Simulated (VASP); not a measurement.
# MoS2 (P-3m1) in VASP: settings compared, part 2 of 2

VASP 6.6.1.

### 5 Single point, RPBE

This run uses another cell than the first one, of 18.98 Å³/atom.

File INCAR:

```
PREC = Accurate
ENCUT = 520
EDIFF = 1E-7
ISMEAR = -1
SIGMA = 0.05
LREAL = False
LASPH = True
NELM = 60
ALGO = Normal
ISIF = 2
LWAVE = False
LCHARG = False
GGA = RP
NBANDS = 20
```

File KPOINTS:

```
regular mesh
0
Gamma
  9 9 4
```

File POSCAR:

```
MoS2
1.0
    3.2274645616      0.0000000000      0.0000000000
   -1.6137322808      2.7950663001      0.0000000000
    0.0000000000      0.0000000000      6.3124734200
Mo S
1 2
Direct
    0.0000000000      0.0000000000      0.5000000000
    0.6666666667      0.3333333333      0.7446806800
    0.3333333333      0.6666666667      0.2553193200
```

Potentials or basis: VASP PAW PBE potentials, release 64 (Mo_sv, S).

The run is started by

```console
cat potpaw_PBE.64/Mo_sv/POTCAR potpaw_PBE.64/S/POTCAR > POTCAR
mpirun -np 1 vasp_std > vasp.out
```

OUTCAR:

```text
PREC = Accurate
   ENCUT = 520
   EDIFF = 1E-7
   ISMEAR = -1
   LREAL = False
   LASPH = True
   NELM = 60
   ISIF = 2
   GGA = RP

 ion  position               nearest neighbor table
   1  0.000  0.000  0.500-   2 2.42   3 2.42   3 2.42   2 2.42   2 2.42   3 2.42
   2  0.667  0.333  0.745-   1 2.42   1 2.42   1 2.42
   3  0.333  0.667  0.255-   1 2.42   1 2.42   1 2.42

  LATTYP: Found a hexagonal cell.
 ALAT       =     3.2274645616
 C/A-ratio  =     1.9558614199

  Lattice vectors:

 A1 = (   3.2274645616,   0.0000000000,   0.0000000000)
 A2 = (  -1.6137322808,   2.7950663001,   0.0000000000)
 A3 = (   0.0000000000,   0.0000000000,   6.3124734200)

Analysis of symmetry for initial positions (statically):
=====================================================================
 Subroutine PRICEL returns:
 Original cell was already a primitive cell.

 Routine SETGRP: Setting up the symmetry group for a
 hexagonal supercell.

 Subroutine GETGRP returns: Found 12 space group operations
 (whereof 12 operations were pure point group operations)
 out of a pool of 24 trial point group operations.

The static configuration has the point symmetry D_3d.

Analysis of symmetry for dynamics (positions and initial velocities):
=====================================================================
 Subroutine PRICEL returns:
 Original cell was already a primitive cell.

 Routine SETGRP: Setting up the symmetry group for a
 hexagonal supercell.

 Subroutine GETGRP returns: Found 12 space group operations
 (whereof 12 operations were pure point group operations)
 out of a pool of 24 trial point group operations.

The dynamic configuration has the point symmetry D_3d.

 Subroutine INISYM returns: Found 12 space group operations
 (whereof 12 operations are pure point group operations),
 and found     1 'primitive' translations

----------------------------------------------------------------------------------------

                                     Primitive cell

  volume of cell :      56.9447

  direct lattice vectors                    reciprocal lattice vectors
     3.227464562  0.000000000  0.000000000     0.309840737  0.178886633  0.000000000
    -1.613732281  2.795066300  0.000000000     0.000000000  0.357773266  0.000000000
     0.000000000  0.000000000  6.312473420     0.000000000  0.000000000  0.158416509

  length of vectors
     3.227464562  3.227464562  6.312473420     0.357773266  0.357773266  0.158416509

  position of ions in fractional coordinates (direct lattice)
     0.000000000  0.000000000  0.500000000
     0.666666667  0.333333333  0.744680680
     0.333333333  0.666666667  0.255319320

  ion indices of the primitive-cell ions
   primitive index   ion index
                 1           1
                 2           2
                 3           3

----------------------------------------------------------------------------------------

 KPOINTS: regular mesh

Automatic generation of k-mesh.
 Grid dimensions read from file:
 generate k-points for:    9    9    4

 Generating k-lattice:

  Cartesian coordinates                     Fractional coordinates (reciprocal lattice)
     0.034426749  0.019876293  0.000000000     0.111111111  0.000000000  0.000000000
     0.000000000  0.039752585  0.000000000     0.000000000  0.111111111  0.000000000
     0.000000000  0.000000000  0.039604127     0.000000000  0.000000000  0.250000000

  Length of vectors
     0.039752585  0.039752585  0.039604127

  Shift w.r.t. Gamma in fractional coordinates (k-lattice)
     0.000000000  0.000000000  0.000000000

 Subroutine IBZKPT returns following result:
 ===========================================

 Found     43 irreducible k-points:

 Following reciprocal coordinates:
            Coordinates               Weight
  0.000000  0.000000  0.000000      1.000000
  0.111111  0.000000  0.000000      6.000000
  0.222222  0.000000  0.000000      6.000000
  0.333333  0.000000  0.000000      6.000000
  0.444444  0.000000  0.000000      6.000000
  0.111111  0.111111  0.000000      6.000000
[... 16 lines left out ...]
  0.222222  0.111111  0.250000     12.000000
 -0.111111  0.333333  0.250000     12.000000
 [... further k-points ...]
   k-points           NKPTS =     43   k-points in BZ     NKDIM =     43   number of bands    NBANDS=     20
   number of dos      NEDOS =    301   number of ions     NIONS =      3
   total plane-waves  NPLWV =  27648
   dimension x,y,z NGX =    24 NGY =   24 NGZ =   48
   dimension x,y,z NGXF=    48 NGYF=   48 NGZF=   96
   ions per type =               1   2
   NGX,Y,Z   is equivalent  to a cutoff of  12.36, 12.36, 12.64 a.u.
   NGXF,Y,Z  is equivalent  to a cutoff of  24.72, 24.72, 25.28 a.u.
 SYSTEM =  unknown system
   PREC   = accura    normal or accurate (medium, high low for compatibility)
   ISTART =      0    job   : 0-new  1-cont  2-samecut
   ICHARG =      2    charge: 1-file 2-atom 10-const
   ISPIN  =      1    spin polarized calculation?
   LNONCOLLINEAR =      F non collinear calculations
   LSORBIT =      F    spin-orbit coupling
   LASPH  =      T    aspherical Exc in radial PAW
   ENCUT  =  520.0 eV  38.22 Ry    6.18 a.u.   6.00  6.00 11.74*2*pi/ulx,y,z
   NELM   =     60;   NELMIN=  2; NELMDL= -5     # of ELM steps
   EDIFF  = 0.1E-06   stopping-criterion for ELM
   LREAL  =      F    real-space projection
   EDIFFG = 0.1E-05   stopping-criterion for IOM
   NSW    =      0    number of steps for IOM
   IBRION =     -1    ionic relax: 0-MD 1-quasi-New 2-CG
   NFREE  =      0    steps in history (QN), initial steepest desc. (CG)
   ISIF   =      2    stress and relaxation
   ISYM   =      2    0-nonsym 1-usesym 2-fastsym
   POTIM  = 0.5000    time-step for ionic-motion
   TEBEG  =    0.0;   TEEND  =   0.0 temperature during run
   PSTRESS=    0.0 pullay stress
   NELECT =      26.0000    total number of electrons
   NUPDOWN=      -1.0000    fix difference up-down
   EMIN   =  10.00;   EMAX   =-10.00  energy-range for DOS
   EFERMI =   0.00;   METHOD = LEGACY
   ISMEAR =    -1;   SIGMA  =   0.05  broadening in eV -4-tet -1-fermi 0-gaus
   EFERMI_NEDOS =   21; number of points for ismear=-14 and -15
   IALGO  =     38    algorithm
   IMIX   =      4    mixing-type and parameters
     AMIX     =   0.40;   BMIX     =  1.00
     AMIX_MAG =   1.60;   BMIX_MAG =  1.00
  volume/ion in A,a.u.               =      18.98       128.09
  Fermi-wavevector in a.u.,A,eV,Ry     =   1.260612  2.382212 21.621610  1.589144
  Thomas-Fermi vector in A             =   2.394113
   LORBIT       =      0    0 simple, 1 ext, 2 COOP (PROOUT), +10 PAW based schemes
   GGA     = RP    functional components
   LHFCALC =     F    Hartree Fock is set to
   AEXX    =    0.0000 exact exchange contribution
   IVDW    =     0    specifies the selected vdW correction
   LEPSILON=     F    determine dielectric tensor
   LRPA    =     F    only Hartree local field effects (RPA)
 non-spin polarized calculation
  energy-cutoff  :      520.00
  volume of cell :       56.94
 maximum number of plane-waves:      1557
   NGX = 13   NGY = 13   NGZ = 23

 number of electron      26.0000001 magnetization

 Free energy of the ion-electron system (eV)
  ---------------------------------------------------
  ext. energy  EPLUGINS =         0.00000000
  ---------------------------------------------------
  free energy    TOTEN  =       -19.74951535 eV

  energy without entropy =      -19.74069331  energy(sigma->0) =      -19.74510433

 E-fermi :   7.0107     XC(G=0): -10.2732

 val. band max:        7.0087524887   @ k =   0.1111   0.0000   0.0000
 cond. band min:       7.1801529722   @ k =  -0.1111   0.3333   0.2500
 fundamental gap:      0.1714004835
 Fermi energy:         7.0107151355

 k-point     1 :       0.0000    0.0000    0.0000
  band No.  band energies     occupation
      1     -54.7941      2.00000
      2     -28.8154      2.00000
      3     -28.8010      2.00000
      4     -28.8010      2.00000
      5      -7.8196      2.00000
      6      -6.3910      2.00000
[... 12 lines left out ...]
     19      13.4076      0.00000
     20      16.5815      0.00000
[... 507 lines left out ...]
 k-point    24 :      -0.1111    0.3333    0.2500
  band No.  band energies     occupation
      1     -54.7741      2.00000
      2     -28.9974      2.00000
      3     -28.8608      2.00000
      4     -28.7738      2.00000
      5      -6.6256      2.00000
      6      -6.2533      2.00000
[... 12 lines left out ...]
     19      15.3466      0.00000
     20      15.4935      0.00000

 [... further k-points ...]

------------------------ aborting loop because EDIFF is reached ----------------------------------------

  FORCE on cell =-STRESS in cart. coord.  units (eV):
  Direction    XX          YY          ZZ          XY          YZ          ZX
  --------------------------------------------------------------------------------------
  -------------------------------------------------------------------------------------
  Total        0.8773455      0.8773455      1.8999708     -0.0000000      0.0000000     -0.0000000
  in kB       24.6847113     24.6847113     53.4569724     -0.0000000      0.0000000     -0.0000000
  external PRESSURE =      34.2754650 kB  Pullay stress =       0.0000000 kB

 VOLUME and BASIS-vectors are now :
 -----------------------------------------------------------------------------
  energy-cutoff  :      520.00
  volume of cell :       56.94
      direct lattice vectors                 reciprocal lattice vectors
     3.227464562  0.000000000  0.000000000     0.309840737  0.178886633  0.000000000
    -1.613732281  2.795066300  0.000000000     0.000000000  0.357773266  0.000000000
     0.000000000  0.000000000  6.312473420     0.000000000  0.000000000  0.158416509

 POSITION                                       TOTAL-FORCE (eV/Angst)
 -----------------------------------------------------------------------------------
      0.00000      0.00000      3.15624        -0.000000      0.000000      0.000000
      1.61373      0.93169      4.70078         0.000000      0.000000      0.341690
     -0.00000      1.86338      1.61170        -0.000000      0.000000     -0.341690
 -----------------------------------------------------------------------------------
    total drift:                                0.000000     -0.000000      0.000000

  FREE ENERGIE OF THE ION-ELECTRON SYSTEM (eV)
  ---------------------------------------------------
  free  energy   TOTEN  =       -19.7495153453 eV

  energy  without entropy=      -19.7406933105  energy(sigma->0) =      -19.74510433
```

Run time: 61 s. Hardware: 1 thread of Intel Xeon 8259CL, shared host; peak memory 0.2 GiB.

Results:

* Free energy: -19.7495 eV
* Pressure: 3.4 GPa
* Largest force: 0.342 eV/Å
* Band gap on the k mesh: zero (bands 13 and 14 overlap by 1.05 eV)

Forces on the atoms (eV/Å):
```
Mo   0.000  0.000  0.000
S    0.000  0.000  0.342
S    0.000  0.000 -0.342
```

Caveat: the cell stands under pressure; the PAW data sets were made with another functional, which shifts forces and pressure a little; this functional lacks dispersion, which binds the layers, so the pressure and a relaxed spacing across them are unreliable.

### 6 Summary

```csv
level,cell,gap on the mesh (eV),pressure (GPa),largest force (eV/Å)
BLYP+D3(BJ),"a = 3.162, b = 3.162, c = 6.184 Å, angles 90.0, 90.0, 120.0°, 3 atoms",none,9.6,1.75
BLYP+D3(BJ),"a = 3.184, b = 3.184, c = 6.227 Å, angles 90.0, 90.0, 120.0°, 3 atoms",none,6.1,1.36
BLYP+D3(BJ),"a = 3.206, b = 3.206, c = 6.270 Å, angles 90.0, 90.0, 120.0°, 3 atoms",none,3.1,0.99
RPBE,"a = 3.227, b = 3.227, c = 6.312 Å, angles 90.0, 90.0, 120.0°, 3 atoms",none,3.4,0.34
```

Alike in all rows: task single point; potentials or basis VASP PAW PBE potentials, release 64 (Mo_sv, S); no spin polarisation; k mesh 9 × 9 × 4; cutoff (eV) 520; smearing fermi-dirac 0.05 eV.

Caveats: the cell stands under pressure; the PAW data sets were made with another functional, which shifts forces and pressure a little; this functional lacks dispersion, which binds the layers, so the pressure and a relaxed spacing across them are unreliable (at least some runs).

Total energies depend on the potentials used, so only differences within one code and one set of settings carry meaning.
